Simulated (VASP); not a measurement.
TiCo, 2 atoms in the cell. Symmetry: P4/mmm, No. 123, tetragonal system. Conventional cell: a = 2.986 Å, b = 2.986 Å, c = 3.143 Å, α = 90.00°, β = 90.00°, γ = 90.00°. Ti (site symmetry 4/mmm) has 8 Co at 2.63 Å and 6 Ti at 2.99 to 3.14 Å within 3.5 Å. Co (site symmetry 4/mmm) has 8 Ti at 2.63 Å and 6 Co at 2.99 to 3.14 Å within 3.5 Å.  This cell differs from its parent crystal: strain +0.0525 x Voigt [0, 1, 0, 0, 0, 0].

* Program: VASP 6.6.1
* Task: single point
* Functional: PBEsol
* Potentials or basis: VASP PAW PBE potentials, release 64 (Ti_sv, Co)
* Cutoff: 520 eV
* k mesh: 16 × 16 × 16
* Occupations: gaussian, width 0.15 eV
* Spin: collinear spin, ferromagnetic start
* Starting moments: [0.0, 0.4] μB
* Dipole correction: no
* Further INCAR settings: ALGO = Fast; EDIFF = 1e-06; NBANDS = 22

Potentials or basis: VASP PAW PBE potentials, release 64 (Ti_sv, Co).

The run is started by

```console
$ cat potpaw_PBE.64/Ti_sv/POTCAR potpaw_PBE.64/Co/POTCAR > POTCAR
$ mpirun -np 1 vasp_std > vasp.out
```

Hardware: 1 thread of Intel(R) Xeon(R) Platinum 8488C (Sapphire Rapids), on a shared host.

Task: How long does it take, and how much memory?

Result: It took 5.9 min on 1 thread of Intel(R) Xeon(R) Platinum 8488C (Sapphire Rapids), on a shared host, peak memory 0.46 GiB. Counts: scf iterations 26, k points 405.
